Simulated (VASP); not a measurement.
# Sb in VASP: relaxation of the atoms with PBE

Aim: the relaxation of the atoms of Sb with PBE.

Everything below comes from runs of VASP 6.6.1. Logs are shortened: lines on timing, memory, paths and dates and some standing lists are left out, and cuts for length are marked.

### 1 The cell of the first run

The cell holds a slab with vacuum, 12 atoms: a = 6.221 Å, b = 8.798 Å, c = 20.399 Å, α = 90.00°, β = 90.00°, γ = 90.00°.

### 2 Relaxation of the atoms, PBE

INCAR reads:

```
SYSTEM = Sb
PREC = Accurate ; ENCUT = 520
EDIFF = 1E-7 ; ISMEAR = 0
SIGMA = 0.1 ; LREAL = .FALSE.
LASPH = .TRUE. ; NELM = 80
ALGO = Normal ; ISIF = 2
LWAVE = .FALSE. ; LCHARG = .FALSE.
LDIPOL = .TRUE. ; IDIPOL = 3
DIPOL = 0.5 0.5 0.500 ; GGA = PE
IBRION = 2 ; NSW = 90
EDIFFG = -0.03 ; KPAR = 2
```

KPOINTS reads:

```
Automatic mesh
0
G
  3 2 1
  0 0 0
```

POSCAR reads:

```
Sb
1.0
    6.2209225141      0.0000000000      0.0000000000
    0.0000000000      8.7977129899      0.0000000000
    0.0000000000      0.0000000000     20.3988564950
Sb
12
Selective dynamics
Direct
    0.0000000000      0.2500000000      0.3921788460  F F F
    0.0000000000      0.7500000000      0.3921788460  F F F
    0.5000000000      0.2500000000      0.3921788460  F F F
    0.5000000000      0.7500000000      0.3921788460  F F F
    0.0000000000      0.5000000000      0.5000000000  T T T
    0.0000000000      0.0000000000      0.5000000000  T T T
    0.5000000000      0.5000000000      0.5000000000  T T T
    0.5000000000      0.0000000000      0.5000000000  T T T
    0.0000000000      0.7500000000      0.6078211540  T T T
    0.0000000000      0.2500000000      0.6078211540  T T T
    0.5000000000      0.7500000000      0.6078211540  T T T
    0.5000000000      0.2500000000      0.6078211540  T T T
```

Potentials or basis: VASP PAW PBE potentials, release 64 (Sb).

Launch:

```console
$ cat potpaw_PBE.64/Sb/POTCAR > POTCAR
$ mpirun -np 2 vasp_std > vasp.out
```

OUTCAR:

```text
SYSTEM = Sb
   PREC = Accurate
   ENCUT = 520
   EDIFF = 1E-7
   ISMEAR = 0
   LREAL = .FALSE.
   LASPH = .TRUE.
   NELM = 80
   ISIF = 2
   GGA = PE
   IBRION = 2
   NSW = 90
   EDIFFG = -0.03

 ion  position               nearest neighbor table
   1  0.000  0.250  0.392-   3 3.11   3 3.11   6 3.11   5 3.11
   2  0.000  0.750  0.392-   4 3.11   4 3.11   6 3.11   5 3.11
   3  0.500  0.250  0.392-   1 3.11   1 3.11   8 3.11   7 3.11
   4  0.500  0.750  0.392-   2 3.11   2 3.11   8 3.11   7 3.11
   5  0.000  0.500  0.500-   7 3.11   7 3.11   1 3.11   9 3.11  10 3.11   2 3.11
   6  0.000  0.000  0.500-   8 3.11   8 3.11   1 3.11   9 3.11  10 3.11   2 3.11
   7  0.500  0.500  0.500-   5 3.11   5 3.11   3 3.11  11 3.11  12 3.11   4 3.11
   8  0.500  0.000  0.500-   6 3.11   6 3.11   3 3.11  11 3.11  12 3.11   4 3.11
   9  0.000  0.750  0.608-  11 3.11  11 3.11   5 3.11   6 3.11
  10  0.000  0.250  0.608-  12 3.11  12 3.11   5 3.11   6 3.11
  11  0.500  0.750  0.608-   9 3.11   9 3.11   7 3.11   8 3.11
  12  0.500  0.250  0.608-  10 3.11  10 3.11   7 3.11   8 3.11
[... 8 lines left out ...]
 A1 = (   6.2209225141,   0.0000000000,   0.0000000000)
 A2 = (   0.0000000000,   8.7977129899,   0.0000000000)
 A3 = (   0.0000000000,   0.0000000000,  20.3988564950)

Analysis of symmetry for initial positions (statically):
=====================================================================
 Subroutine PRICEL returns following result:

  LATTYP: Found a simple orthorhombic cell.
 ALAT       =     3.1104612571
 B/A-ratio  =     1.4142135624
 C/A-ratio  =     6.5581451782
[... 12 lines left out ...]
 Subroutine GETGRP returns: Found  8 space group operations
 (whereof  8 operations were pure point group operations)
 out of a pool of  8 trial point group operations.

The static configuration has the point symmetry D_2h.

Analysis of symmetry for dynamics (positions and initial velocities):
=====================================================================
 Subroutine PRICEL returns following result:

  LATTYP: Found a simple orthorhombic cell.
 ALAT       =     3.1104612571
 B/A-ratio  =     1.4142135624
 C/A-ratio  =     6.5581451782
[... 12 lines left out ...]
 Subroutine GETGRP returns: Found  8 space group operations
 (whereof  8 operations were pure point group operations)
 out of a pool of  8 trial point group operations.

The dynamic configuration has the point symmetry D_2h.

Analysis of constrained symmetry for selective dynamics:
=====================================================================
 Subroutine PRICEL returns following result:

  LATTYP: Found a simple orthorhombic cell.
 ALAT       =     3.1104612571
 B/A-ratio  =     1.4142135624
 C/A-ratio  =     6.5581451782
[... 12 lines left out ...]
 Subroutine GETGRP returns: Found  4 space group operations
 (whereof  4 operations were pure point group operations)
 out of a pool of  8 trial point group operations.

The constrained configuration has the point symmetry C_2v.

 Subroutine INISYM returns: Found  4 space group operations
 (whereof  4 operations are pure point group operations),
 and found     4 'primitive' translations

----------------------------------------------------------------------------------------

                                     Primitive cell

  volume of cell :     279.1068

  direct lattice vectors                    reciprocal lattice vectors
     3.110461257  0.000000000  0.000000000     0.321495726  0.000000000  0.000000000
     0.000000000  4.398856495  0.000000000     0.000000000  0.227331808  0.000000000
     0.000000000  0.000000000 20.398856495     0.000000000  0.000000000  0.049022356

  length of vectors
     3.110461257  4.398856495 20.398856495     0.321495726  0.227331808  0.049022356

  position of ions in fractional coordinates (direct lattice)
     0.000000000  0.500000000  0.392178846
     0.000000000  1.000000000  0.500000000
     0.000000000  0.500000000  0.607821154

  ion indices of the primitive-cell ions
   primitive index   ion index
[... 37 lines left out ...]
   number of dos      NEDOS =    301   number of ions     NIONS =     12
   total plane-waves  NPLWV = 537600
   dimension x,y,z NGX =    48 NGY =   70 NGZ =  160
   dimension x,y,z NGXF=    96 NGYF=  140 NGZF=  320
   ions per type =              12
   NGX,Y,Z   is equivalent  to a cutoff of  12.83, 13.23, 13.04 a.u.
   NGXF,Y,Z  is equivalent  to a cutoff of  25.65, 26.46, 26.08 a.u.
 SYSTEM =  Sb
   PREC   = accura    normal or accurate (medium, high low for compatibility)
   ISTART =      0    job   : 0-new  1-cont  2-samecut
   ICHARG =      2    charge: 1-file 2-atom 10-const
   ISPIN  =      1    spin polarized calculation?
   LNONCOLLINEAR =      F non collinear calculations
   LSORBIT =      F    spin-orbit coupling
   LASPH  =      T    aspherical Exc in radial PAW
   ENCUT  =  520.0 eV  38.22 Ry    6.18 a.u.  11.57 16.36 37.93*2*pi/ulx,y,z
   NELM   =     80;   NELMIN=  2; NELMDL= -5     # of ELM steps
   EDIFF  = 0.1E-06   stopping-criterion for ELM
   LREAL  =      F    real-space projection
   EDIFFG = -.3E-01   stopping-criterion for IOM
   NSW    =     90    number of steps for IOM
   IBRION =      2    ionic relax: 0-MD 1-quasi-New 2-CG
   NFREE  =      1    steps in history (QN), initial steepest desc. (CG)
   ISIF   =      2    stress and relaxation
   ISYM   =      2    0-nonsym 1-usesym 2-fastsym
   POTIM  = 0.5000    time-step for ionic-motion
   TEBEG  =    0.0;   TEEND  =   0.0 temperature during run
   PSTRESS=    0.0 pullay stress
   NELECT =      60.0000    total number of electrons
   NUPDOWN=      -1.0000    fix difference up-down
   EMIN   =  10.00;   EMAX   =-10.00  energy-range for DOS
   EFERMI =   0.00;   METHOD = LEGACY
   ISMEAR =     0;   SIGMA  =   0.10  broadening in eV -4-tet -1-fermi 0-gaus
   EFERMI_NEDOS =   21; number of points for ismear=-14 and -15
   IALGO  =     38    algorithm
   IMIX   =      4    mixing-type and parameters
     AMIX     =   0.40;   BMIX     =  1.00
     AMIX_MAG =   1.60;   BMIX_MAG =  1.00
  volume/ion in A,a.u.               =      93.04       627.84
  Fermi-wavevector in a.u.,A,eV,Ry     =   0.617801  1.167474  5.193042  0.381678
  Thomas-Fermi vector in A             =   1.676016
   LORBIT       =      0    0 simple, 1 ext, 2 COOP (PROOUT), +10 PAW based schemes
   GGA     = PE    functional components
   LHFCALC =     F    Hartree Fock is set to
   AEXX    =    0.0000 exact exchange contribution
   IVDW    =     0    specifies the selected vdW correction
   LEPSILON=     F    determine dielectric tensor
   LRPA    =     F    only Hartree local field effects (RPA)
 conjugate gradient relaxation of ions
 non-spin polarized calculation
 Gauss-broadening in eV      SIGMA  =   0.10
  energy-cutoff  :      520.00
  volume of cell :     1116.43
 maximum number of plane-waves:     30156
 NGX is ok and might be reduce to    48
   NGX = 23   NGY = 33   NGZ = 75

--------------------------------------- Ionic step        1  -------------------------------------------

 number of electron      60.0000001 magnetization

 Free energy of the ion-electron system (eV)
  ---------------------------------------------------
  ext. energy  EPLUGINS =         0.00000000
  ---------------------------------------------------
  free energy    TOTEN  =       -46.37672135 eV

  energy without entropy =      -46.30745162  energy(sigma->0) =      -46.34208649

------------------------ aborting loop because EDIFF is reached ----------------------------------------

  FORCE on cell =-STRESS in cart. coord.  units (eV):
  Direction    XX          YY          ZZ          XY          YZ          ZX
  --------------------------------------------------------------------------------------
  -------------------------------------------------------------------------------------
  Total      -15.8401946     -2.5539150     -3.9291141      0.0000000      0.0000000      0.0000000
  in kB      -22.7321593     -3.6651066     -5.6386458      0.0000000      0.0000000      0.0000000
  external PRESSURE =     -10.6786372 kB  Pullay stress =       0.0000000 kB
[... 127 lines left out ...]
 number of electron      60.0000000 magnetization

------------------------ aborting loop because EDIFF is reached ----------------------------------------

 vacuum level on the upper side and lower side of the slab       (xc-potential included)        -0.018         0.009

  FORCE on cell =-STRESS in cart. coord.  units (eV):
  Direction    XX          YY          ZZ          XY          YZ          ZX
  --------------------------------------------------------------------------------------
  -------------------------------------------------------------------------------------
  Total      -16.4125868      0.0928870      0.1634904      0.0000000      0.0000000      0.0000000
  in kB      -23.5535956      0.1333015      0.2346240      0.0000000      0.0000000      0.0000000
  external PRESSURE =      -7.7285567 kB  Pullay stress =       0.0000000 kB
[... 119 lines left out ...]
  FREE ENERGIE OF THE ION-ELECTRON SYSTEM (eV)
  ---------------------------------------------------
  free  energy   TOTEN  =       -46.4167654196 eV

  energy  without entropy=      -46.3487508957  energy(sigma->0) =      -46.38275816

 dipolmoment           0.000000      0.000000     -0.000546 electrons x Angstroem

--------------------------------------- Ionic step        7  -------------------------------------------

 number of electron      60.0000000 magnetization

 dipolmoment           0.000000      0.000000      0.000471 electrons x Angstroem

 Free energy of the ion-electron system (eV)
  ---------------------------------------------------
  ext. energy  EPLUGINS =         0.00000000
  ---------------------------------------------------
  free energy    TOTEN  =       -46.42509672 eV

  energy without entropy =      -46.35746535  energy(sigma->0) =      -46.39128103

 E-fermi :  -0.8327     XC(G=0):  -3.8400

 val. band max:       -0.8748802157   @ k =   0.3333   0.0000   0.0000
 cond. band min:      -0.7830684937   @ k =   0.3333   0.5000   0.0000
 fundamental gap:      0.0918117220
 Fermi energy:        -0.8326786665

 k-point     1 :       0.0000    0.0000    0.0000
  band No.  band energies     occupation
      1     -12.5493      2.00000
      2     -11.0658      2.00000
      3     -10.8274      2.00000
      4     -10.8128      2.00000
      5     -10.3258      2.00000
      6     -10.1649      2.00000
[... 149 lines left out ...]
     36       0.2363      0.00000
     37       1.2282      0.00000

------------------------ aborting loop because EDIFF is reached ----------------------------------------

 vacuum level on the upper side and lower side of the slab       (xc-potential included)        -0.004        -0.006

  FORCE on cell =-STRESS in cart. coord.  units (eV):
  Direction    XX          YY          ZZ          XY          YZ          ZX
  --------------------------------------------------------------------------------------
  -------------------------------------------------------------------------------------
  Total      -16.3693172     -0.1684840     -0.0810294      0.0000000      0.0000000      0.0000000
  in kB      -23.4914996     -0.2417903     -0.1162848      0.0000000      0.0000000      0.0000000
  external PRESSURE =      -7.9498582 kB  Pullay stress =       0.0000000 kB
[... 27 lines left out ...]
  FREE ENERGIE OF THE ION-ELECTRON SYSTEM (eV)
  ---------------------------------------------------
  free  energy   TOTEN  =       -46.4250967222 eV

  energy  without entropy=      -46.3574653453  energy(sigma->0) =      -46.39128103

 reached required accuracy - stopping structural energy minimisation

 vacuum level on the upper side and lower side of the slab         3.678         3.677
```

Wall time 28 min (2 MPI ranks of Intel Xeon Platinum 8259CL at 2.50GHz (Skylake/Cascade Lake), shared host); peak memory 1.1 GiB.

Results:

```yaml
Free_energy: -46.4251 eV
Energy_gained_by_relaxing: 4.0 meV/atom
Ionic_steps: 7
```

The path:
```tsv
step	energy change (eV)	largest force on free atoms (eV/Å)	pressure (GPa)
1	0.0000	0.2228	-1.07
2	-0.0089	0.1925	-1.04
3	-0.0276	0.0956	-0.96
4	-0.0248	0.2210	-0.77
5	-0.0333	0.1354	-0.88
6	-0.0400	0.1003	-0.86
7	-0.0484	0.0124	-0.79
```

Final structure:
```
Sb
1.0
     6.22092    0.00000    0.00000
     0.00000    8.79771    0.00000
     0.00000    0.00000   20.39886
Sb
12
Direct
  0.00000 0.25000 0.39218
  0.00000 0.75000 0.39218
  0.50000 0.25000 0.39218
  0.50000 0.75000 0.39218
  0.00000 0.50000 0.49728
  0.00000 0.00000 0.49728
  0.50000 0.50000 0.49728
  0.50000 0.00000 0.49728
  0.00000 0.75000 0.60268
  0.00000 0.25000 0.60268
  0.50000 0.75000 0.60268
  0.50000 0.25000 0.60268
```

Levels at points of the mesh, in eV from the Fermi level:
```tsv
k point	band 28	band 29	band 30	band 31	band 32	band 33
(0.00, 0.00, 0.00)	-0.88	-0.65	-0.45	0.99	1.03	1.11
(0.00, 0.50, 0.00)	-1.34	-0.45	-0.45	0.79	0.79	1.69
```

Caveat: spin-orbit coupling is left out, which moves the levels of the heavy elements.
